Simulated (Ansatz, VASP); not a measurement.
## InSe in VASP and in Ansatz

```
In Se
1.0
     4.04733    0.00000    0.00000
    -2.02366    3.50509    0.00000
     0.00000    0.00000   18.05206
In Se
4 4
Direct
  0.33333 0.66667 0.07739
  0.33333 0.66667 0.92261
  0.00000 0.00000 0.42261
  0.00000 0.00000 0.57739
  0.33333 0.66667 0.35298
  0.33333 0.66667 0.64702
  0.66667 0.33333 0.14700
  0.66667 0.33333 0.85300
```

Alike in both runs: task single point; functional PBE; k mesh 8 × 8 × 2; occupations gaussian, width 0.011 eV; no spin polarisation.

|  | VASP | Ansatz |
| --- | --- | --- |
| version | VASP 6.6.1 | Ansatz 0.2.0 |
| potentials or method | VASP PAW PBE potentials, release 64 (In_d, Se) | Ansatz PAW |
| plane-wave cutoff (eV) | 520 | 420 |
| valence electrons in the cell | 76 | 116 |

|  | VASP | Ansatz | Ansatz less VASP |
| --- | --- | --- | --- |
| gap on the k mesh at the Fermi level (eV) | 0.72 | 0.73 | +0.012 |
| least direct gap on the mesh (eV) | 0.72 | 0.73 | +0.012 |
| pressure (GPa) | 1.4 | 1.4 | -0.03 |
| rms of the force components (eV/Å) | 0.113 | 0.105 | -0.0082 |

Atom by atom the forces differ by 0.009 eV/Å (rms over components). The functional is the same, so the differences come from potentials, cutoffs and numerics. VASP's potentials hold 76 valence electrons a cell and Ansatz's 116, so a difference there can come from the potentials and not from the codes.
